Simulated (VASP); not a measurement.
# C (Fd-3m) in VASP: notebook

Aim: see how the results for C move with the level of theory and the settings. Levels: HSE06, PBE. Tasks: single point.

Everything below comes from runs of VASP 6.6.1. Logs are shortened: lines on timing, memory, paths and dates and some standing lists are left out, and cuts for length are marked.

## Step 1: The cell of the first run

It takes space group Fd-3m (No. 227, cubic). Conventional cell: a = 3.560 Å, b = 3.560 Å, c = 3.560 Å, α = 90.00°, β = 90.00°, γ = 90.00°. Within 2.1 Å of C (site symmetry -43m) lie 4 C at 1.54 Å.

## Step 2: Single point, HSE06

Contents of POSCAR:

```
C
1.0
    0.0000000000      1.7801241411      1.7801241411
    1.7801241411      0.0000000000      1.7801241411
    1.7801241411      1.7801241411      0.0000000000
C
2
Direct
    0.0000000000      0.0000000000      0.0000000000
    0.2500000000      0.2500000000      0.2500000000
```

Contents of INCAR.step1:

```
ALGO     = Normal         # electronic algorithm
EDIFF    = 1E-5           # SCF threshold, eV
ENCUT    = 520            # plane-wave cutoff, eV
GGA      = PE             # functional
ISIF     = 2              # what is computed and relaxed
ISMEAR   = -1             # smearing method
LASPH    = T              # aspherical terms in the spheres
LREAL    = F              # projectors in reciprocal space
LWAVE    = T              # write WAVECAR
NBANDS   = 11             # bands
NELM     = 80             # most SCF steps
PREC     = Accurate       # precision mode
SIGMA    = 0.05           # smearing width, eV
```

Contents of INCAR.step2:

```
ALGO     = Normal         # electronic algorithm
EDIFF    = 1E-6           # SCF threshold, eV
ENCUT    = 520            # plane-wave cutoff, eV
GGA      = PE             # functional
HFSCREEN = 0.2079         # screening, 1/A
ISIF     = 2              # what is computed and relaxed
ISMEAR   = -1             # smearing method
ISTART   = 1            
LASPH    = T              # aspherical terms in the spheres
LCHARG   = T              # write CHGCAR
LELF     = T              # ELF
LHFCALC  = T              # exact exchange
LREAL    = F              # projectors in reciprocal space
LVHAR    = T            
LWAVE    = F              # write WAVECAR
NBANDS   = 11             # bands
NELM     = 80             # most SCF steps
PREC     = Accurate       # precision mode
PRECFOCK = Normal       
SIGMA    = 0.05           # smearing width, eV
```

Contents of KPOINTS:

```
k-points
0
Gamma
  6 6 6
```

Potentials or basis: VASP PAW PBE potentials, release 64 (C).

On the command line:

```
cat potpaw_PBE.64/C/POTCAR > POTCAR
cp INCAR.step1 INCAR
mpirun -np 1 vasp_std > vasp.out
cp INCAR.step2 INCAR
mpirun -np 1 vasp_std > vasp.out
```

OUTCAR:

```text
EDIFF = 1E-6
   ENCUT = 520
   GGA = PE
   HFSCREEN = 0.2079
   ISIF = 2
   ISMEAR = -1
   ISTART = 1
   LASPH = T
   LHFCALC = T
   LREAL = F
   NELM = 80
   PREC = Accurate
   PRECFOCK = Normal

 ion  position               nearest neighbor table
   1  0.000  0.000  0.000-   2 1.54   2 1.54   2 1.54   2 1.54
   2  0.250  0.250  0.250-   1 1.54   1 1.54   1 1.54   1 1.54

  LATTYP: Found a face centered cubic cell.
 ALAT       =     3.5602482822

  Lattice vectors:

 A1 = (   0.0000000000,   1.7801241411,   1.7801241411)
 A2 = (   1.7801241411,   0.0000000000,   1.7801241411)
 A3 = (   1.7801241411,   1.7801241411,   0.0000000000)

Analysis of symmetry for initial positions (statically):
=====================================================================
 Subroutine PRICEL returns:
 Original cell was already a primitive cell.

 Routine SETGRP: Setting up the symmetry group for a
 face centered cubic supercell.

 Subroutine GETGRP returns: Found 48 space group operations
 (whereof 24 operations were pure point group operations)
 out of a pool of 48 trial point group operations.

The static configuration has the point symmetry T_d .
 The point group associated with its full space group is O_h .

Analysis of symmetry for dynamics (positions and initial velocities):
=====================================================================
 Subroutine PRICEL returns:
 Original cell was already a primitive cell.

 Routine SETGRP: Setting up the symmetry group for a
 face centered cubic supercell.

 Subroutine GETGRP returns: Found 48 space group operations
 (whereof 24 operations were pure point group operations)
 out of a pool of 48 trial point group operations.

The dynamic configuration has the point symmetry T_d .
 The point group associated with its full space group is O_h .

 Subroutine INISYM returns: Found 48 space group operations
 (whereof 24 operations are pure point group operations),
 and found     1 'primitive' translations

----------------------------------------------------------------------------------------

                                     Primitive cell

  volume of cell :      11.2819

  direct lattice vectors                    reciprocal lattice vectors
     0.000000000  1.780124141  1.780124141    -0.280879287  0.280879287  0.280879287
     1.780124141  0.000000000  1.780124141     0.280879287 -0.280879287  0.280879287
     1.780124141  1.780124141  0.000000000     0.280879287  0.280879287 -0.280879287

  length of vectors
     2.517475703  2.517475703  2.517475703     0.486497196  0.486497196  0.486497196

  position of ions in fractional coordinates (direct lattice)
     0.000000000  0.000000000  0.000000000
     0.250000000  0.250000000  0.250000000

  ion indices of the primitive-cell ions
   primitive index   ion index
                 1           1
                 2           2

----------------------------------------------------------------------------------------

 KPOINTS: k-points

Automatic generation of k-mesh.
 Grid dimensions read from file:
 generate k-points for:    6    6    6

 Generating k-lattice:

  Cartesian coordinates                     Fractional coordinates (reciprocal lattice)
    -0.046813215  0.046813215  0.046813215     0.166666667  0.000000000  0.000000000
     0.046813215 -0.046813215  0.046813215     0.000000000  0.166666667  0.000000000
     0.046813215  0.046813215 -0.046813215     0.000000000  0.000000000  0.166666667

  Length of vectors
     0.081082866  0.081082866  0.081082866

  Shift w.r.t. Gamma in fractional coordinates (k-lattice)
     0.000000000  0.000000000  0.000000000

 Subroutine IBZKPT returns following result:
 ===========================================

 Found     16 irreducible k-points:

 Following reciprocal coordinates:
            Coordinates               Weight
  0.000000  0.000000  0.000000      1.000000
  0.166667  0.000000  0.000000      8.000000
  0.333333  0.000000  0.000000      8.000000
  0.500000  0.000000  0.000000      4.000000
  0.166667  0.166667  0.000000      6.000000
  0.333333  0.166667  0.000000     24.000000
[... 8 lines left out ...]
 -0.333333  0.333333  0.166667     24.000000
 -0.333333  0.500000  0.166667     12.000000
   k-points           NKPTS =     16   k-points in BZ     NKDIM =    216   number of bands    NBANDS=     11
   number of dos      NEDOS =    301   number of ions     NIONS =      2
   total plane-waves  NPLWV =   8000
   dimension x,y,z NGX =    20 NGY =   20 NGZ =   20
   dimension x,y,z NGXF=    40 NGYF=   40 NGZF=   40
   ions per type =               2
   NGX,Y,Z   is equivalent  to a cutoff of  13.21, 13.21, 13.21 a.u.
   NGXF,Y,Z  is equivalent  to a cutoff of  26.41, 26.41, 26.41 a.u.
 SYSTEM =  unknown system
   PREC   = accura    normal or accurate (medium, high low for compatibility)
   ISTART =      1    job   : 0-new  1-cont  2-samecut
   ICHARG =      0    charge: 1-file 2-atom 10-const
   ISPIN  =      1    spin polarized calculation?
   LNONCOLLINEAR =      F non collinear calculations
   LSORBIT =      F    spin-orbit coupling
   LASPH  =      T    aspherical Exc in radial PAW
   ENCUT  =  520.0 eV  38.22 Ry    6.18 a.u.   4.68  4.68  4.68*2*pi/ulx,y,z
   NELM   =     80;   NELMIN=  2; NELMDL=  0     # of ELM steps
   EDIFF  = 0.1E-05   stopping-criterion for ELM
   LREAL  =      F    real-space projection
   EDIFFG = 0.1E-04   stopping-criterion for IOM
   NSW    =      0    number of steps for IOM
   IBRION =     -1    ionic relax: 0-MD 1-quasi-New 2-CG
   NFREE  =      0    steps in history (QN), initial steepest desc. (CG)
   ISIF   =      2    stress and relaxation
   ISYM   =      3    0-nonsym 1-usesym 2-fastsym
   POTIM  = 0.5000    time-step for ionic-motion
   TEBEG  =    0.0;   TEEND  =   0.0 temperature during run
   PSTRESS=    0.0 pullay stress
   NELECT =       8.0000    total number of electrons
   NUPDOWN=      -1.0000    fix difference up-down
   EMIN   =  10.00;   EMAX   =-10.00  energy-range for DOS
   EFERMI =   0.00;   METHOD = LEGACY
   ISMEAR =    -1;   SIGMA  =   0.05  broadening in eV -4-tet -1-fermi 0-gaus
   EFERMI_NEDOS =   21; number of points for ismear=-14 and -15
   IALGO  =     38    algorithm
   IMIX   =      1    mixing-type and parameters
     AMIX     =   0.40;   BMIX     =  1.00
     AMIX_MAG =   1.60;   BMIX_MAG =  1.00
  volume/ion in A,a.u.               =       5.64        38.07
  Fermi-wavevector in a.u.,A,eV,Ry     =   1.459860  2.758735 28.996616  2.131191
  Thomas-Fermi vector in A             =   2.576377
   LORBIT       =      0    0 simple, 1 ext, 2 COOP (PROOUT), +10 PAW based schemes
   GGA     = PE    functional components
   LHFCALC =     T    Hartree Fock is set to
   PRECFOCK=normal    Normal, Fast or Accurate (Low or Medium for compatibility)
   ENCUT4O =  -1.0   cutoff for four orbital integrals eV
   NKREDX  =     1    reduce k-point grid by
   NKREDY  =     1    reduce k-point grid by
   NKREDZ  =     1    reduce k-point grid by
   AEXX    =    0.2500 exact exchange contribution
   HFSCREEN=    0.2079 screening length (either q_TF or 0.3 A-1)
   HFSCREENC=   0.2079 screening length for correlation (either q_TF or 0.3 A-1)
   ENCUTFOCK=  -1.0 apply spherical cutoff to Coloumb kernel
   IVDW    =     0    specifies the selected vdW correction
   LEPSILON=     F    determine dielectric tensor
   LRPA    =     F    only Hartree local field effects (RPA)
 non-spin polarized calculation
  energy-cutoff  :      520.00
  volume of cell :       11.28
 maximum number of plane-waves:       310
  NGX = 16; NGY = 16; NGZ = 16

 number of electron       7.9999999 magnetization

 Free energy of the ion-electron system (eV)
  ---------------------------------------------------
  ext. energy  EPLUGINS =         0.00000000
  ---------------------------------------------------
  free energy    TOTEN  =       -21.04277344 eV

  energy without entropy =      -21.04277344  energy(sigma->0) =      -21.04277344

 E-fermi :  10.3312     XC(G=0): -10.8434

 val. band max:        9.1899338599   @ k =   0.0000   0.0000   0.0000
 cond. band min:      14.5229329562   @ k =   0.3333   0.3333   0.0000
 fundamental gap:      5.3329990963
 Fermi energy:        10.3311937975

 k-point     1 :       0.0000    0.0000    0.0000
  band No.  band energies     occupation
      1     -14.4198      2.00000
      2       9.1899      2.00000
      3       9.1899      2.00000
      4       9.1899      2.00000
      5      16.1826      0.00000
      6      16.1826      0.00000
      7      16.1826      0.00000
      8      24.5878      0.00000
      9      30.1119      0.00000
     10      37.5536      0.00000
     11      37.5536      0.00000

 k-point     2 :       0.1667    0.0000    0.0000
  band No.  band energies     occupation
      1     -13.5867      2.00000
      2       5.0941      2.00000
      3       8.0889      2.00000
      4       8.0889      2.00000
      5      17.6337      0.00000
      6      17.6337      0.00000
      7      18.0692      0.00000
      8      25.2623      0.00000
      9      31.2424      0.00000
     10      33.6694      0.00000
     11      33.6694      0.00000

 k-point     3 :       0.3333    0.0000    0.0000
  band No.  band energies     occupation
      1     -11.1418      2.00000
      2      -1.1199      2.00000
      3       6.6507      2.00000
      4       6.6507      2.00000
      5      19.0721      0.00000
      6      19.0721      0.00000
      7      19.3183      0.00000
      8      26.5168      0.00000
      9      32.0487      0.00000
     10      34.2197      0.00000
     11      34.2197      0.00000
[... 155 lines left out ...]
 k-point    15 :      -0.3333    0.3333    0.1667
  band No.  band energies     occupation
      1      -6.2174      2.00000
      2      -3.7050      2.00000
      3       0.5994      2.00000
      4       2.7187      2.00000
      5      19.4384      0.00000
      6      20.9173      0.00000
      7      25.0692      0.00000
      8      25.3102      0.00000
      9      29.1521      0.00000
     10      35.0414      0.00000
     11      38.5904      0.00000

 k-point    16 :      -0.3333    0.5000    0.1667
  band No.  band energies     occupation
      1      -4.3357      2.00000
      2      -4.3357      2.00000
      3       0.6601      2.00000
      4       0.6601      2.00000
      5      18.8452      0.00000
      6      18.8452      0.00000
      7      25.8833      0.00000
      8      25.8833      0.00000
      9      33.1934      0.00000
     10      33.1934      0.00000
     11      41.9854      0.00000

------------------------ aborting loop because EDIFF is reached ----------------------------------------

  FORCE on cell =-STRESS in cart. coord.  units (eV):
  Direction    XX          YY          ZZ          XY          YZ          ZX
  --------------------------------------------------------------------------------------
  -------------------------------------------------------------------------------------
  Total       -0.3371711     -0.3371711     -0.3371711     -0.0000000      0.0000000      0.0000000
  in kB      -47.8828570    -47.8828570    -47.8828570     -0.0000000      0.0000000      0.0000000
  external PRESSURE =     -47.8828570 kB  Pullay stress =       0.0000000 kB

 VOLUME and BASIS-vectors are now :
 -----------------------------------------------------------------------------
  energy-cutoff  :      520.00
  volume of cell :       11.28
      direct lattice vectors                 reciprocal lattice vectors
     0.000000000  1.780124141  1.780124141    -0.280879287  0.280879287  0.280879287
     1.780124141  0.000000000  1.780124141     0.280879287 -0.280879287  0.280879287
     1.780124141  1.780124141  0.000000000     0.280879287  0.280879287 -0.280879287

 POSITION                                       TOTAL-FORCE (eV/Angst)
 -----------------------------------------------------------------------------------
      0.00000      0.00000      0.00000        -0.000000     -0.000000      0.000000
      0.89006      0.89006      0.89006         0.000000      0.000000     -0.000000
 -----------------------------------------------------------------------------------
    total drift:                               -0.000000      0.000000     -0.000000

  FREE ENERGIE OF THE ION-ELECTRON SYSTEM (eV)
  ---------------------------------------------------
  free  energy   TOTEN  =       -21.0427734422 eV

  energy  without entropy=      -21.0427734422  energy(sigma->0) =      -21.04277344
```

Wall time 3.9 min (1 thread of AMD EPYC 7R43 (Zen 3), shared host); peak memory 0.16 GiB.

Results:

- Free energy: -21.0428 eV
- Pressure: -4.8 GPa
- Band gap on the k mesh: 5.33 eV, indirect (least direct gap 6.99 eV)

Levels at points of the mesh, in eV from the valence-band top:
| k point | band 2 | band 3 | band 4 | band 5 | band 6 | band 7 |
| --- | --- | --- | --- | --- | --- | --- |
| (0.00, 0.00, 0.00) | 0.00 | 0.00 | 0.00 | 6.99 | 6.99 | 6.99 |
| (0.50, 0.00, 0.00) | -14.68 | -3.08 | -3.08 | 10.05 | 10.05 | 10.42 |
| (0.50, 0.50, 0.00) | -14.11 | -6.90 | -6.90 | 5.92 | 5.92 | 19.31 |

Caveat: the k points lie up to 0.51 Å⁻¹ apart; the PAW data sets were made with another functional, which shifts forces and pressure a little. A k mesh can miss the band edges.

[end of part 1 of 2]
